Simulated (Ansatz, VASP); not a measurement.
InPd in VASP and in Ansatz

```
CELL_PARAMETERS angstrom
3.27188 0.00000 0.00000
0.00000 3.27188 0.00000
0.00000 0.00000 3.27188
ATOMIC_POSITIONS crystal
In 0.00000 0.00000 0.00000
Pd 0.50000 0.50000 0.50000
```

Alike in both runs: task relaxation of cell and atoms; functional PBEsol; k mesh 8 × 8 × 8; occupations fermi-dirac, width 0.05 eV; no spin polarisation.

```csv
,VASP,Ansatz
version,VASP 6.6.1,Ansatz 0.2.0
potentials or method,"VASP PAW PBE potentials, release 64 (In_d, Pd), cutoff 600 eV","all-electron LAPW, scalar-relativistic"
```

```csv
,VASP,Ansatz,Ansatz less VASP
relaxed volume (Å³/atom),17.13,17.11,-0.020
relaxed cell length with the largest relative difference (Å),3.248,3.247,-0.0013
```

VASP's potentials were made for PBE, not for PBEsol. Ansatz ran all-electron here, and VASP with PAW potentials.
